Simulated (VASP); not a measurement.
# Ge in VASP: further runs

Runs on Ge. Level: PBEsol. Tasks: single point.

Program: VASP 6.6.1. These are calculated values, not measurements. Logs are shortened: lines on timing, memory, paths and dates and some standing lists are left out, and cuts for length are marked.

### Step 1. The cell of the first run

The cell holds a slab with vacuum, 2 atoms: a = 3.988 Å, b = 3.988 Å, c = 24.793 Å, α = 90.00°, β = 90.00°, γ = 120.00°.

### Step 2. Single point, PBEsol

Contents of INCAR:

```
SYSTEM = Ge
ALGO     = Normal         ! electronic algorithm
DIPOL    = 0.5 0.5 0.373
EDIFF    = 1E-7           ! SCF threshold, eV
ENCUT    = 520            ! plane-wave cutoff, eV
GGA      = PS             ! functional
IDIPOL   = 3            
ISIF     = 2              ! what is computed and relaxed
ISMEAR   = 0              ! smearing method
LASPH    = .True.         ! aspherical terms in the spheres
LCHARG   = .True.         ! write CHGCAR
LDIPOL   = .True.       
LELF     = .True.         ! ELF
LREAL    = .False.        ! projectors in reciprocal space
LVACPOTAV= .True.       
LVHAR    = .True.       
LWAVE    = .False.        ! write WAVECAR
NBANDS   = 21             ! bands
NELM     = 80             ! most SCF steps
PREC     = Accurate       ! precision mode
SIGMA    = 0.1            ! smearing width, eV
```

Contents of KPOINTS:

```
k-points
0
Gamma
  12 12 1
  0 0 0
```

Contents of POSCAR:

```
Ge
1.0
    3.9883607536      0.0000000000      0.0000000000
   -1.9941803768      3.4540217320      0.0000000000
    0.0000000000      0.0000000000     24.7926398800
Ge
2
Direct
    0.3333333333      0.6666666667      0.3597602200
    0.6666666667      0.3333333333      0.3862805416
```

Potentials or basis: VASP PAW PBE potentials, release 64 (Ge_d).

Run with:

```console
cat potpaw_PBE.64/Ge_d/POTCAR > POTCAR
mpirun -np 1 vasp_std > vasp.out
```

OUTCAR:

```text
SYSTEM = Ge
   EDIFF = 1E-7
   ENCUT = 520
   GGA = PS
   ISIF = 2
   ISMEAR = 0
   LASPH = .True.
   LREAL = .False.
   NELM = 80
   PREC = Accurate

 ion  position               nearest neighbor table
   1  0.333  0.667  0.360-   2 2.39   2 2.39   2 2.39
   2  0.667  0.333  0.386-   1 2.39   1 2.39   1 2.39

  LATTYP: Found a hexagonal cell.
 ALAT       =     3.9883607536
 C/A-ratio  =     6.2162480808

  Lattice vectors:

 A1 = (   3.9883607536,   0.0000000000,   0.0000000000)
 A2 = (  -1.9941803768,   3.4540217320,   0.0000000000)
 A3 = (   0.0000000000,   0.0000000000,  24.7926398800)

Analysis of symmetry for initial positions (statically):
=====================================================================
 Subroutine PRICEL returns:
 Original cell was already a primitive cell.

 Routine SETGRP: Setting up the symmetry group for a
 hexagonal supercell.

 Subroutine GETGRP returns: Found 12 space group operations
 (whereof  6 operations were pure point group operations)
 out of a pool of 24 trial point group operations.

The static configuration has the point symmetry C_3v.
 The point group associated with its full space group is D_3d.

Analysis of symmetry for dynamics (positions and initial velocities):
=====================================================================
 Subroutine PRICEL returns:
 Original cell was already a primitive cell.

 Routine SETGRP: Setting up the symmetry group for a
 hexagonal supercell.

 Subroutine GETGRP returns: Found 12 space group operations
 (whereof  6 operations were pure point group operations)
 out of a pool of 24 trial point group operations.

The dynamic configuration has the point symmetry C_3v.
 The point group associated with its full space group is D_3d.

 Subroutine INISYM returns: Found 12 space group operations
 (whereof  6 operations are pure point group operations),
 and found     1 'primitive' translations

----------------------------------------------------------------------------------------

                                     Primitive cell

  volume of cell :     341.5405

  direct lattice vectors                    reciprocal lattice vectors
     3.988360754  0.000000000  0.000000000     0.250729576  0.144758788  0.000000000
    -1.994180377  3.454021732  0.000000000     0.000000000  0.289517576  0.000000000
     0.000000000  0.000000000 24.792639880     0.000000000  0.000000000  0.040334551

  length of vectors
     3.988360754  3.988360754 24.792639880     0.289517576  0.289517576  0.040334551

  position of ions in fractional coordinates (direct lattice)
     0.333333333  0.666666667  0.359760220
     0.666666667  0.333333333  0.386280542

  ion indices of the primitive-cell ions
   primitive index   ion index
                 1           1
                 2           2

----------------------------------------------------------------------------------------

 KPOINTS: k-points

Automatic generation of k-mesh.
 Grid dimensions read from file:
 generate k-points for:   12   12    1

 Generating k-lattice:

  Cartesian coordinates                     Fractional coordinates (reciprocal lattice)
     0.020894131  0.012063232  0.000000000     0.083333333 -0.000000000  0.000000000
     0.000000000  0.024126465  0.000000000     0.000000000  0.083333333  0.000000000
     0.000000000  0.000000000  0.040334551     0.000000000  0.000000000  1.000000000

  Length of vectors
     0.024126465  0.024126465  0.040334551

  Shift w.r.t. Gamma in fractional coordinates (k-lattice)
     0.000000000  0.000000000  0.000000000

 Subroutine IBZKPT returns following result:
 ===========================================

 Found     19 irreducible k-points:

 Following reciprocal coordinates:
            Coordinates               Weight
  0.000000  0.000000  0.000000      1.000000
  0.083333  0.000000  0.000000      6.000000
  0.166667  0.000000  0.000000      6.000000
  0.250000  0.000000  0.000000      6.000000
  0.333333  0.000000  0.000000      6.000000
  0.416667  0.000000  0.000000      6.000000
[... 11 lines left out ...]
  0.333333  0.250000  0.000000     12.000000
  0.333333  0.333333  0.000000      2.000000
   k-points           NKPTS =     19   k-points in BZ     NKDIM =     19   number of bands    NBANDS=     21
   number of dos      NEDOS =    301   number of ions     NIONS =      2
   total plane-waves  NPLWV = 172800
   dimension x,y,z NGX =    30 NGY =   30 NGZ =  192
   dimension x,y,z NGXF=    60 NGYF=   60 NGZF=  384
   ions per type =               2
   NGX,Y,Z   is equivalent  to a cutoff of  12.50, 12.50, 12.87 a.u.
   NGXF,Y,Z  is equivalent  to a cutoff of  25.01, 25.01, 25.75 a.u.
 SYSTEM =  Ge
   PREC   = accura    normal or accurate (medium, high low for compatibility)
   ISTART =      0    job   : 0-new  1-cont  2-samecut
   ICHARG =      2    charge: 1-file 2-atom 10-const
   ISPIN  =      1    spin polarized calculation?
   LNONCOLLINEAR =      F non collinear calculations
   LSORBIT =      F    spin-orbit coupling
   LASPH  =      T    aspherical Exc in radial PAW
   ENCUT  =  520.0 eV  38.22 Ry    6.18 a.u.   7.42  7.42 46.10*2*pi/ulx,y,z
   NELM   =     80;   NELMIN=  2; NELMDL= -5     # of ELM steps
   EDIFF  = 0.1E-06   stopping-criterion for ELM
   LREAL  =      F    real-space projection
   EDIFFG = 0.1E-05   stopping-criterion for IOM
   NSW    =      0    number of steps for IOM
   IBRION =     -1    ionic relax: 0-MD 1-quasi-New 2-CG
   NFREE  =      0    steps in history (QN), initial steepest desc. (CG)
   ISIF   =      2    stress and relaxation
   ISYM   =      2    0-nonsym 1-usesym 2-fastsym
   POTIM  = 0.5000    time-step for ionic-motion
   TEBEG  =    0.0;   TEEND  =   0.0 temperature during run
   PSTRESS=    0.0 pullay stress
   NELECT =      28.0000    total number of electrons
   NUPDOWN=      -1.0000    fix difference up-down
   EMIN   =  10.00;   EMAX   =-10.00  energy-range for DOS
   EFERMI =   0.00;   METHOD = LEGACY
   ISMEAR =     0;   SIGMA  =   0.10  broadening in eV -4-tet -1-fermi 0-gaus
   EFERMI_NEDOS =   21; number of points for ismear=-14 and -15
   IALGO  =     38    algorithm
   IMIX   =      4    mixing-type and parameters
     AMIX     =   0.40;   BMIX     =  1.00
     AMIX_MAG =   1.60;   BMIX_MAG =  1.00
  volume/ion in A,a.u.               =     170.77      1152.41
  Fermi-wavevector in a.u.,A,eV,Ry     =   0.711181  1.343937  6.881531  0.505778
  Thomas-Fermi vector in A             =   1.798225
   LORBIT       =      0    0 simple, 1 ext, 2 COOP (PROOUT), +10 PAW based schemes
   GGA     = PS    functional components
   LHFCALC =     F    Hartree Fock is set to
   AEXX    =    0.0000 exact exchange contribution
   IVDW    =     0    specifies the selected vdW correction
   LEPSILON=     F    determine dielectric tensor
   LRPA    =     F    only Hartree local field effects (RPA)
 non-spin polarized calculation
 Gauss-broadening in eV      SIGMA  =   0.10
  energy-cutoff  :      520.00
  volume of cell :      341.54
 maximum number of plane-waves:      9255
 NGX is ok and might be reduce to    30
   NGX = 15   NGY = 15   NGZ = 93

 dipolmoment           0.000000      0.000000      0.000000 electrons x Angstroem

 number of electron      28.0000026 magnetization

 dipolmoment           0.000000      0.000000     -0.000000 electrons x Angstroem

 Free energy of the ion-electron system (eV)
  ---------------------------------------------------
  ext. energy  EPLUGINS =         0.00000000
  ---------------------------------------------------
  free energy    TOTEN  =        -8.74054281 eV

  energy without entropy =       -8.73897562  energy(sigma->0) =       -8.73975922

 E-fermi :  -3.3248     XC(G=0):  -1.8595

 val. band max:       -3.3248404291   @ k =   0.3333   0.3333   0.0000
 cond. band min:      -3.3248366046   @ k =   0.3333   0.3333   0.0000
 fundamental gap:      0.0000038245
 Fermi energy:        -3.3248385167

 k-point     1 :       0.0000    0.0000    0.0000
  band No.  band energies     occupation
      1     -27.8161      2.00000
      2     -27.8161      2.00000
      3     -27.7617      2.00000
      4     -27.7617      2.00000
      5     -27.7574      2.00000
      6     -27.6734      2.00000
[... 13 lines left out ...]
     20       1.2290      0.00000
     21       1.7322      0.00000

 k-point     2 :       0.0833    0.0000    0.0000
  band No.  band energies     occupation
      1     -27.8206      2.00000
      2     -27.8198      2.00000
      3     -27.7694      2.00000
      4     -27.7568      2.00000
      5     -27.7465      2.00000
      6     -27.6691      2.00000
[... 13 lines left out ...]
     20       1.3098      0.00000
     21       1.7853      0.00000

 k-point     3 :       0.1667    0.0000    0.0000
  band No.  band energies     occupation
      1     -27.8293      2.00000
      2     -27.8274      2.00000
      3     -27.7787      2.00000
      4     -27.7463      2.00000
      5     -27.7326      2.00000
      6     -27.6573      2.00000
[... 13 lines left out ...]
     20       1.6720      0.00000
     21       1.9230      0.00000
[... 337 lines left out ...]
 k-point    18 :       0.3333    0.2500    0.0000
  band No.  band energies     occupation
      1     -27.8684      2.00000
      2     -27.8234      2.00000
      3     -27.8169      2.00000
      4     -27.7183      2.00000
      5     -27.6669      2.00000
      6     -27.6448      2.00000
[... 13 lines left out ...]
     20       3.9368      0.00000
     21       4.2996      0.00000

 k-point    19 :       0.3333    0.3333    0.0000
  band No.  band energies     occupation
      1     -27.8718      2.00000
      2     -27.8201      2.00000
      3     -27.8201      2.00000
      4     -27.7157      2.00000
      5     -27.6493      2.00000
      6     -27.6492      2.00000
[... 13 lines left out ...]
     20       3.6578      0.00000
     21       3.8014      0.00000

------------------------ aborting loop because EDIFF is reached ----------------------------------------

 vacuum level on the upper side and lower side of the slab       (xc-potential included)        -0.069        -0.071

  FORCE on cell =-STRESS in cart. coord.  units (eV):
  Direction    XX          YY          ZZ          XY          YZ          ZX
  --------------------------------------------------------------------------------------
  -------------------------------------------------------------------------------------
  Total       -0.0348781     -0.0348781     -0.0182335      0.0000000      0.0000000     -0.0000000
  in kB       -0.1636141     -0.1636141     -0.0855341      0.0000000      0.0000000     -0.0000000
  external PRESSURE =      -0.1375874 kB  Pullay stress =       0.0000000 kB

 VOLUME and BASIS-vectors are now :
 -----------------------------------------------------------------------------
  energy-cutoff  :      520.00
  volume of cell :      341.54
      direct lattice vectors                 reciprocal lattice vectors
     3.988360754  0.000000000  0.000000000     0.250729576  0.144758788  0.000000000
    -1.994180377  3.454021732  0.000000000     0.000000000  0.289517576  0.000000000
     0.000000000  0.000000000 24.792639880     0.000000000  0.000000000  0.040334551

 POSITION                                       TOTAL-FORCE (eV/Angst)
 -----------------------------------------------------------------------------------
     -0.00000      2.30268      8.91941         0.000000      0.000000      0.006436
      1.99418      1.15134      9.57691        -0.000000      0.000000     -0.006436
 -----------------------------------------------------------------------------------
    total drift:                               -0.000001     -0.000001     -0.000015

  FREE ENERGIE OF THE ION-ELECTRON SYSTEM (eV)
  ---------------------------------------------------
  free  energy   TOTEN  =        -8.7405428150 eV

  energy  without entropy=       -8.7389756217  energy(sigma->0) =       -8.73975922

 vacuum level on the upper side and lower side of the slab         1.208         1.208
```

Wall time 4 min (1 thread of Intel Xeon 6975P-C, shared host); peak memory 0.46 GiB.

What came out:

| Item | Value |
| --- | --- |
| Free energy | -8.7405 eV |
| Largest force | 0.006 eV/Å |
| Band gap on the k mesh | zero (filled and empty bands touch) |
| Work function of the upper face | 4.53 eV |
| Work function of the lower face | 4.53 eV |

Forces in eV/Å, atoms in the order of the input:
```
Ge   0.000  0.000  0.006
Ge   0.000  0.000 -0.006
```

Levels at points of the mesh, in eV from the Fermi level:
```tsv
k point	band 10	band 11	band 12	band 13	band 14	band 15	band 16	band 17	band 18	band 19
(0.00, 0.00, 0.00)	-24.20	-11.51	-3.52	-0.49	-0.49	0.63	2.40	3.92	3.92	4.36
(0.50, 0.00, 0.00)	-24.14	-9.39	-7.53	-2.09	-1.18	0.70	1.59	5.57	6.48	7.13
```

Caveat: the PAW data sets were made with another functional, which shifts forces and pressure a little.

### Step 3. Single point, PBEsol

Contents of INCAR:

```
  PREC = Accurate
  ENCUT = 520
  EDIFF = 1E-7
  ISMEAR = 0
  SIGMA = 0.1
  LREAL = False
  LASPH = True
  NELM = 100
  ALGO = Normal
  ISIF = 2
  LWAVE = False
  LCHARG = False
  LDIPOL = True
  IDIPOL = 3
  DIPOL = 0.5 0.5 0.373
  GGA = PS
  NBANDS = 21
```

Contents of KPOINTS:

```
Automatic mesh
0
Gamma
  12 12 1
```

Contents of POSCAR:

```
Ge
1.0
    3.9875469616      0.0000000000      0.0000000000
   -1.9937734808      3.4533169676      0.0000000000
    0.0000000000      0.0000000000     24.7926398800
Ge
2
Direct
    0.3333333333      0.6666666667      0.3597111774
    0.6666666667      0.3333333333      0.3863295842
```

Potentials or basis: VASP PAW PBE potentials, release 64 (Ge_d).

Run with:

```console
cat potpaw_PBE.64/Ge_d/POTCAR > POTCAR
mpirun -np 1 vasp_std > vasp.out
```

Wall time 3.8 min (1 thread of Intel Xeon 6975P-C, shared host); peak memory 0.46 GiB.

It converged, with:

```yaml
Free_energy: -8.7405 eV
Largest_force: 0.014 eV/Å
Band_gap_on_the_k_mesh: zero (filled and empty bands touch)
```

Forces on the atoms (eV/Å):
```
Ge   0.000  0.000  0.014
Ge   0.000  0.000 -0.014
```

Levels at points of the mesh, in eV from the Fermi level:
```csv
k point,band 12,band 13,band 14,band 15,band 16,band 17
"(0.00, 0.00, 0.00)",-3.53,-0.48,-0.48,0.64,2.39,3.92
"(0.50, 0.00, 0.00)",-7.52,-2.09,-1.18,0.69,1.60,5.57
```

Caveat: the PAW data sets were made with another functional, which shifts forces and pressure a little.
